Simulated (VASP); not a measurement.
# Ta3Si2 (P-3m1) in VASP: a series of runs

Runs on Ta3Si2. Level: PBE. Tasks: single point, relaxation of cell and atoms.

All numbers are computed with VASP 6.6.1; they aren't measurements. Logs are shortened: lines on timing, memory, paths and dates and some standing lists are left out, and cuts for length are marked.

### Step 1. The cell of the first run

It takes space group P-3m1 (No. 164, trigonal). Conventional cell: a = 4.020 Å, b = 4.020 Å, c = 6.378 Å, α = 90.00°, β = 90.00°, γ = 120.00°. Ta (site symmetry -3m) has 6 Si at 2.67 Å and 6 Ta at 3.29 Å within 3.5 Å. Ta (site symmetry 3m) has 4 Si at 2.53 to 2.73 Å and 6 Ta at 2.89 to 3.29 Å within 3.3 Å. Within 3.3 Å of Si (site symmetry 3m) lie 7 Ta at 2.53 to 2.73 Å.

### Step 2. Single point, PBE

INCAR reads:

```
SYSTEM = Ta3Si2
PREC = Accurate
ENCUT = 520
EDIFF = 1E-6
ISMEAR = 0
SIGMA = 0.1
LREAL = .FALSE.
LASPH = .TRUE.
NELM = 100
ALGO = Fast
ISIF = 2
LWAVE = .FALSE.
LCHARG = .FALSE.
GGA = PE
NBANDS = 28
```

KPOINTS reads:

```
Automatic mesh
0
G
  12 12 6
  0 0 0
```

POSCAR reads:

```
Ta3Si2
1.0
    4.0201915870      0.0000000000      0.0000000000
   -2.0100957935      3.4815880424      0.0000000000
    0.0000000000      0.0000000000      6.3784192709
Ta Si
3 2
Direct
    0.0000000000      0.0000000000      0.0000000000
    0.3333333333      0.6666666667      0.6351082007
    0.6666666667      0.3333333333      0.3648917993
    0.3333333333      0.6666666667      0.2065453990
    0.6666666667      0.3333333333      0.7934546010
```

Potentials or basis: VASP PAW PBE potentials, release 64 (Ta_pv, Si).

On the command line:

```sh
$ cat potpaw_PBE.64/Ta_pv/POTCAR potpaw_PBE.64/Si/POTCAR > POTCAR
$ mpirun -np 1 vasp_std > vasp.out
```

OUTCAR:

```text
SYSTEM = Ta3Si2
   PREC = Accurate
   ENCUT = 520
   EDIFF = 1E-6
   ISMEAR = 0
   LREAL = .FALSE.
   LASPH = .TRUE.
   NELM = 100
   ISIF = 2
   GGA = PE

 ion  position               nearest neighbor table
   1  0.000  0.000  0.000-   4 2.67   5 2.67   4 2.67   5 2.67   5 2.67   4 2.67   2 3.29   3 3.29
                             2 3.29   3 3.29   2 3.29   3 3.29
   2  0.333  0.667  0.635-   5 2.53   5 2.53   5 2.53   4 2.73   3 2.89   3 2.89   3 2.89   1 3.29
                             1 3.29   1 3.29
   3  0.667  0.333  0.365-   4 2.53   4 2.53   4 2.53   5 2.73   2 2.89   2 2.89   2 2.89   1 3.29
                             1 3.29   1 3.29
   4  0.333  0.667  0.207-   3 2.53   3 2.53   3 2.53   1 2.67   1 2.67   1 2.67   2 2.73
   5  0.667  0.333  0.793-   2 2.53   2 2.53   2 2.53   1 2.67   1 2.67   1 2.67   3 2.73

  LATTYP: Found a hexagonal cell.
 ALAT       =     4.0201915870
 C/A-ratio  =     1.5865958457

  Lattice vectors:

 A1 = (   4.0201915870,   0.0000000000,   0.0000000000)
 A2 = (  -2.0100957935,   3.4815880424,   0.0000000000)
 A3 = (   0.0000000000,   0.0000000000,   6.3784192709)

Analysis of symmetry for initial positions (statically):
=====================================================================
 Subroutine PRICEL returns:
 Original cell was already a primitive cell.

 Routine SETGRP: Setting up the symmetry group for a
 hexagonal supercell.

 Subroutine GETGRP returns: Found 12 space group operations
 (whereof 12 operations were pure point group operations)
 out of a pool of 24 trial point group operations.

The static configuration has the point symmetry D_3d.

Analysis of symmetry for dynamics (positions and initial velocities):
=====================================================================
 Subroutine PRICEL returns:
 Original cell was already a primitive cell.

 Routine SETGRP: Setting up the symmetry group for a
 hexagonal supercell.

 Subroutine GETGRP returns: Found 12 space group operations
 (whereof 12 operations were pure point group operations)
 out of a pool of 24 trial point group operations.

The dynamic configuration has the point symmetry D_3d.

 Subroutine INISYM returns: Found 12 space group operations
 (whereof 12 operations are pure point group operations),
 and found     1 'primitive' translations

----------------------------------------------------------------------------------------

                                     Primitive cell

  volume of cell :      89.2765

  direct lattice vectors                    reciprocal lattice vectors
     4.020191587  0.000000000  0.000000000     0.248744364  0.143612626  0.000000000
    -2.010095794  3.481588042  0.000000000     0.000000000  0.287225251  0.000000000
     0.000000000  0.000000000  6.378419271     0.000000000  0.000000000  0.156778656

  length of vectors
     4.020191587  4.020191587  6.378419271     0.287225251  0.287225251  0.156778656

  position of ions in fractional coordinates (direct lattice)
     0.000000000  0.000000000  0.000000000
     0.333333333  0.666666667  0.635108201
     0.666666667  0.333333333  0.364891799
     0.333333333  0.666666667  0.206545399
     0.666666667  0.333333333  0.793454601

  ion indices of the primitive-cell ions
   primitive index   ion index
                 1           1
                 2           2
                 3           3
                 4           4
                 5           5

----------------------------------------------------------------------------------------

 KPOINTS: Automatic mesh

Automatic generation of k-mesh.
 Grid dimensions read from file:
 generate k-points for:   12   12    6

 Generating k-lattice:

  Cartesian coordinates                     Fractional coordinates (reciprocal lattice)
     0.020728697  0.011967719  0.000000000     0.083333333  0.000000000  0.000000000
     0.000000000  0.023935438  0.000000000     0.000000000  0.083333333  0.000000000
     0.000000000  0.000000000  0.026129776     0.000000000  0.000000000  0.166666667

  Length of vectors
     0.023935438  0.023935438  0.026129776

  Shift w.r.t. Gamma in fractional coordinates (k-lattice)
     0.000000000  0.000000000  0.000000000

 Subroutine IBZKPT returns following result:
 ===========================================

 Found    100 irreducible k-points:

 Following reciprocal coordinates:
            Coordinates               Weight
  0.000000  0.000000  0.000000      1.000000
  0.083333  0.000000  0.000000      6.000000
  0.166667 -0.000000  0.000000      6.000000
  0.250000  0.000000  0.000000      6.000000
  0.333333  0.000000  0.000000      6.000000
  0.416667  0.000000  0.000000      6.000000
[... 16 lines left out ...]
  0.166667 -0.000000  0.166667      6.000000
  0.000000  0.166667  0.166667      6.000000
 [... further k-points ...]
   k-points           NKPTS =    100   k-points in BZ     NKDIM =    100   number of bands    NBANDS=     28
   number of dos      NEDOS =    301   number of ions     NIONS =      5
   total plane-waves  NPLWV =  43200
   dimension x,y,z NGX =    30 NGY =   30 NGZ =   48
   dimension x,y,z NGXF=    60 NGYF=   60 NGZF=   96
   ions per type =               3   2
   NGX,Y,Z   is equivalent  to a cutoff of  12.41, 12.41, 12.51 a.u.
   NGXF,Y,Z  is equivalent  to a cutoff of  24.81, 24.81, 25.02 a.u.
 SYSTEM =  Ta3Si2
   PREC   = accura    normal or accurate (medium, high low for compatibility)
   ISTART =      0    job   : 0-new  1-cont  2-samecut
   ICHARG =      2    charge: 1-file 2-atom 10-const
   ISPIN  =      1    spin polarized calculation?
   LNONCOLLINEAR =      F non collinear calculations
   LSORBIT =      F    spin-orbit coupling
   LASPH  =      T    aspherical Exc in radial PAW
   ENCUT  =  520.0 eV  38.22 Ry    6.18 a.u.   7.47  7.47 11.86*2*pi/ulx,y,z
   NELM   =    100;   NELMIN=  2; NELMDL= -5     # of ELM steps
   EDIFF  = 0.1E-05   stopping-criterion for ELM
   LREAL  =      F    real-space projection
   EDIFFG = 0.1E-04   stopping-criterion for IOM
   NSW    =      0    number of steps for IOM
   IBRION =     -1    ionic relax: 0-MD 1-quasi-New 2-CG
   NFREE  =      0    steps in history (QN), initial steepest desc. (CG)
   ISIF   =      2    stress and relaxation
   ISYM   =      2    0-nonsym 1-usesym 2-fastsym
   POTIM  = 0.5000    time-step for ionic-motion
   TEBEG  =    0.0;   TEEND  =   0.0 temperature during run
   PSTRESS=    0.0 pullay stress
   NELECT =      41.0000    total number of electrons
   NUPDOWN=      -1.0000    fix difference up-down
   EMIN   =  10.00;   EMAX   =-10.00  energy-range for DOS
   EFERMI =   0.00;   METHOD = LEGACY
   ISMEAR =     0;   SIGMA  =   0.10  broadening in eV -4-tet -1-fermi 0-gaus
   EFERMI_NEDOS =   21; number of points for ismear=-14 and -15
   IALGO  =     68    algorithm
   IMIX   =      4    mixing-type and parameters
     AMIX     =   0.40;   BMIX     =  1.00
     AMIX_MAG =   1.60;   BMIX_MAG =  1.00
  volume/ion in A,a.u.               =      17.86       120.49
  Fermi-wavevector in a.u.,A,eV,Ry     =   1.263059  2.386836 21.705628  1.595319
  Thomas-Fermi vector in A             =   2.396436
   LORBIT       =      0    0 simple, 1 ext, 2 COOP (PROOUT), +10 PAW based schemes
   GGA     = PE    functional components
   LHFCALC =     F    Hartree Fock is set to
   AEXX    =    0.0000 exact exchange contribution
   IVDW    =     0    specifies the selected vdW correction
   LEPSILON=     F    determine dielectric tensor
   LRPA    =     F    only Hartree local field effects (RPA)
 non-spin polarized calculation
 RMM-DIIS sequential band-by-band and
 Gauss-broadening in eV      SIGMA  =   0.10
  energy-cutoff  :      520.00
  volume of cell :       89.28
 maximum number of plane-waves:      2433
 NGX is ok and might be reduce to    30
   NGX = 15   NGY = 15   NGZ = 23

 number of electron      41.0000002 magnetization

 Free energy of the ion-electron system (eV)
  ---------------------------------------------------
  ext. energy  EPLUGINS =         0.00000000
  ---------------------------------------------------
  free energy    TOTEN  =       -46.29671302 eV

  energy without entropy =      -46.27942025  energy(sigma->0) =      -46.28806663

 E-fermi :   6.6682     XC(G=0): -11.6367

 val. band max:        6.6673527751   @ k =   0.4167   0.1667   0.1667
 cond. band min:       6.6706522138   @ k =  -0.0833   0.4167   0.3333
 fundamental gap:      0.0032994387
 Fermi energy:         6.6682014725

 k-point     1 :       0.0000    0.0000    0.0000
  band No.  band energies     occupation
      1     -28.4004      2.00000
      2     -28.4004      2.00000
      3     -28.3742      2.00000
      4     -27.9081      2.00000
      5     -27.9081      2.00000
      6     -27.8803      2.00000
[... 20 lines left out ...]
     27       8.6527      0.00000
     28       9.4130      0.00000

 k-point     2 :       0.0833    0.0000    0.0000
  band No.  band energies     occupation
      1     -28.4042      2.00000
      2     -28.4014      2.00000
      3     -28.3746      2.00000
      4     -27.9124      2.00000
      5     -27.9110      2.00000
      6     -27.8841      2.00000
[... 20 lines left out ...]
     27       9.2537      0.00000
     28      10.2731      0.00000

 k-point     3 :       0.1667   -0.0000    0.0000
  band No.  band energies     occupation
      1     -28.4140      2.00000
      2     -28.4040      2.00000
      3     -28.3755      2.00000
      4     -27.9258      2.00000
      5     -27.9188      2.00000
      6     -27.8947      2.00000
[... 20 lines left out ...]
     27       9.3603      0.00000
     28      10.1564      0.00000

 k-point     4 :       0.2500    0.0000    0.0000
  band No.  band energies     occupation
      1     -28.4264      2.00000
      2     -28.4076      2.00000
      3     -28.3755      2.00000
      4     -27.9487      2.00000
      5     -27.9288      2.00000
      6     -27.9081      2.00000
[... 20 lines left out ...]
     27       9.3928      0.00000
     28      10.2413      0.00000

 k-point     5 :       0.3333    0.0000    0.0000
  band No.  band energies     occupation
      1     -28.4375      2.00000
      2     -28.4112      2.00000
      3     -28.3742      2.00000
      4     -27.9769      2.00000
      5     -27.9384      2.00000
      6     -27.9195      2.00000
[... 20 lines left out ...]
     27       9.2342      0.00000
     28       9.9372      0.00000

 k-point     6 :       0.4167    0.0000    0.0000
  band No.  band energies     occupation
      1     -28.4450      2.00000
      2     -28.4138      2.00000
      3     -28.3720      2.00000
      4     -28.0003      2.00000
      5     -27.9451      2.00000
      6     -27.9271      2.00000
[... 463 lines left out ...]
      5     -27.9115      2.00000
      6     -27.8802      2.00000
[... 20 lines left out ...]
     27       9.2749      0.00000
     28      10.0742      0.00000

 k-point    22 :       0.0000    0.0833    0.1667
  band No.  band energies     occupation
      1     -28.4040      2.00000
      2     -28.4019      2.00000
      3     -28.3756      2.00000
      4     -27.9141      2.00000
      5     -27.9094      2.00000
      6     -27.8787      2.00000
[... 20 lines left out ...]
     27       9.5623      0.00000
     28       9.7863      0.00000

 k-point    23 :       0.1667   -0.0000    0.1667
  band No.  band energies     occupation
      1     -28.4134      2.00000
      2     -28.4034      2.00000
      3     -28.3742      2.00000
      4     -27.9291      2.00000
      5     -27.9204      2.00000
      6     -27.8963      2.00000
[... 20 lines left out ...]
     27       9.2880      0.00000
     28      10.2189      0.00000

 k-point    24 :       0.0000    0.1667    0.1667
  band No.  band energies     occupation
      1     -28.4139      2.00000
      2     -28.4046      2.00000
      3     -28.3763      2.00000
      4     -27.9288      2.00000
      5     -27.9169      2.00000
      6     -27.8887      2.00000
[... 20 lines left out ...]
     27      10.0998      0.00000
     28      10.2178      0.00000

 [... further k-points ...]
[... 5 lines left out ...]
  --------------------------------------------------------------------------------------
  -------------------------------------------------------------------------------------
  Total        0.0743005      0.0743005      0.0379736      0.0000000      0.0000000      0.0000000
  in kB        1.3334150      1.3334150      0.6814830      0.0000000      0.0000000      0.0000000
  external PRESSURE =       1.1161043 kB  Pullay stress =       0.0000000 kB

 VOLUME and BASIS-vectors are now :
 -----------------------------------------------------------------------------
  energy-cutoff  :      520.00
  volume of cell :       89.28
      direct lattice vectors                 reciprocal lattice vectors
     4.020191587  0.000000000  0.000000000     0.248744364  0.143612626  0.000000000
    -2.010095794  3.481588042  0.000000000     0.000000000  0.287225251  0.000000000
     0.000000000  0.000000000  6.378419271     0.000000000  0.000000000  0.156778656

 POSITION                                       TOTAL-FORCE (eV/Angst)
 -----------------------------------------------------------------------------------
      0.00000      0.00000      0.00000        -0.000000      0.000000      0.000000
     -0.00000      2.32106      4.05099         0.000000      0.000000     -0.006675
      2.01010      1.16053      2.32743        -0.000000      0.000000      0.006675
     -0.00000      2.32106      1.31743         0.000000      0.000000      0.001469
      2.01010      1.16053      5.06099        -0.000000      0.000000     -0.001469
 -----------------------------------------------------------------------------------
    total drift:                                0.000000     -0.000000      0.000000

  FREE ENERGIE OF THE ION-ELECTRON SYSTEM (eV)
  ---------------------------------------------------
  free  energy   TOTEN  =       -46.2967130173 eV

  energy  without entropy=      -46.2794202500  energy(sigma->0) =      -46.28806663
```

Wall time 3.1 min (1 thread of Intel Xeon 6975P-C (Granite Rapids), shared host); peak memory 0.34 GiB.

What came out:

* Free energy: -46.2967 eV
* Pressure: 0.1 GPa
* Largest force: 0.007 eV/Å

Forces on the atoms (eV/Å):
```
Ta   0.000  0.000  0.000
Ta   0.000  0.000 -0.007
Ta   0.000  0.000  0.007
Si   0.000  0.000  0.001
Si   0.000  0.000 -0.001
```

Levels at points of the mesh, in eV from the Fermi level:
| k point | band 16 | band 17 | band 18 | band 19 | band 20 | band 21 | band 22 | band 23 | band 24 | band 25 |
| --- | --- | --- | --- | --- | --- | --- | --- | --- | --- | --- |
| (0.00, 0.00, 0.00) | -3.01 | -2.43 | -2.43 | -2.11 | 0.24 | 0.83 | 0.83 | 1.67 | 1.67 | 1.91 |
| (0.50, 0.00, 0.00) | -2.95 | -2.87 | -2.17 | -1.29 | -0.57 | 0.57 | 0.80 | 0.90 | 1.08 | 1.09 |
| (0.00, 0.00, 0.50) | -2.27 | -1.75 | -1.39 | -1.39 | -0.41 | -0.41 | -0.25 | -0.25 | -0.21 | 1.48 |
| (0.50, 0.00, 0.50) | -2.93 | -2.60 | -1.63 | -1.19 | -0.84 | 0.33 | 0.40 | 0.72 | 0.92 | 1.18 |

Caveat: spin-orbit coupling is left out, which moves the levels of the heavy elements.

### Step 3. Relaxation of cell and atoms, PBE

INCAR reads:

```
PREC = Accurate
ENCUT = 600
EDIFF = 1E-7
ISMEAR = 0
SIGMA = 0.1
LREAL = F
LASPH = T
NELM = 100
ALGO = Fast
ISIF = 3
LWAVE = F
LCHARG = F
GGA = PE
IBRION = 2
NSW = 100
EDIFFG = -0.01
```

KPOINTS reads:

```
regular mesh
0
Gamma
  12 12 6
```

POSCAR reads:

```
Ta3Si2
1.0
    4.0162123799      0.0000000000      0.0000000000
   -2.0081061900      3.4781419480      0.0000000000
    0.0000000000      0.0000000000      6.3886410949
Ta Si
3 2
Direct
    0.0000000000      0.0000000000      0.0000000000
    0.3333333333      0.6666666667      0.6353776821
    0.6666666667      0.3333333333      0.3646223179
    0.3333333333      0.6666666667      0.2061558677
    0.6666666667      0.3333333333      0.7938441323
```

Potentials or basis: VASP PAW PBE potentials, release 64 (Ta_pv, Si).

On the command line:

```sh
$ cat potpaw_PBE.64/Ta_pv/POTCAR potpaw_PBE.64/Si/POTCAR > POTCAR
$ mpirun -np 1 vasp_std > vasp.out
```

Run time: 9.9 min. Hardware: 1 thread of Intel Xeon 6975P-C (Granite Rapids), shared host; peak memory 0.4 GiB.

Results (log left out):

```yaml
Free_energy: -46.2976 eV
Relaxed_volume: 17.87 Å³/atom
Relaxed_cell: a = 4.021 Å, b = 4.021 Å, c = 6.379 Å, α = 90.00°, β = 90.00°, γ = 120.00°
Space_group_after_relaxing_to_0.05_Å: P-3m1 (No. 164)
Energy_gained_by_relaxing: 0.1 meV/atom
Ionic_steps: 7
Pressure_after_relaxing: 0.0 GPa
Largest_force_after_relaxing: 0.006 eV/Å
```

Forces on the atoms (eV/Å):
```
Ta   0.000  0.000  0.000
Ta   0.000  0.000  0.006
Ta   0.000  0.000 -0.006
Si   0.000  0.000  0.006
Si   0.000  0.000 -0.006
```

The path:
```csv
step,energy change (eV),largest force (eV/Å),pressure (GPa),volume (Å³)
1,0.0000,0.0584,0.11,89.24
2,-0.0004,0.0217,-0.14,89.40
3,-0.0004,0.0216,-0.11,89.39
4,-0.0004,0.0204,0.16,89.26
5,-0.0004,0.0126,0.04,89.32
6,-0.0004,0.0128,0.03,89.32
7,-0.0004,0.0064,0.01,89.33
```

Final structure:
```xyz
5
Lattice="4.0212 0.0000 0.0000 -2.0106 3.4825 0.0000 0.0000 0.0000 6.3793" Properties=species:S:1:pos:R:3 pbc="T T T"
Ta    0.0000    0.0000    6.3793
Ta    0.0000    2.3216    4.0507
Ta    2.0106    1.1608    2.3286
Si    0.0000    2.3216    1.3175
Si    2.0106    1.1608    5.0619
```

Levels at points of the mesh, in eV from the Fermi level:
| k point | band 17 | band 18 | band 19 | band 20 | band 21 | band 22 | band 23 | band 24 |
| --- | --- | --- | --- | --- | --- | --- | --- | --- |
| (0.00, 0.00, 0.00) | -2.42 | -2.42 | -2.11 | 0.24 | 0.83 | 0.83 | 1.68 | 1.68 |
| (0.50, 0.00, 0.00) | -2.87 | -2.17 | -1.29 | -0.57 | 0.57 | 0.79 | 0.91 | 1.09 |
| (0.00, 0.00, 0.50) | -1.75 | -1.39 | -1.39 | -0.41 | -0.41 | -0.25 | -0.25 | -0.21 |
| (0.50, 0.00, 0.50) | -2.60 | -1.63 | -1.19 | -0.84 | 0.33 | 0.40 | 0.72 | 0.92 |

Caveat: the bands computed are all filled at some k points, so no gap is given; spin-orbit coupling is left out, which moves the levels of the heavy elements.
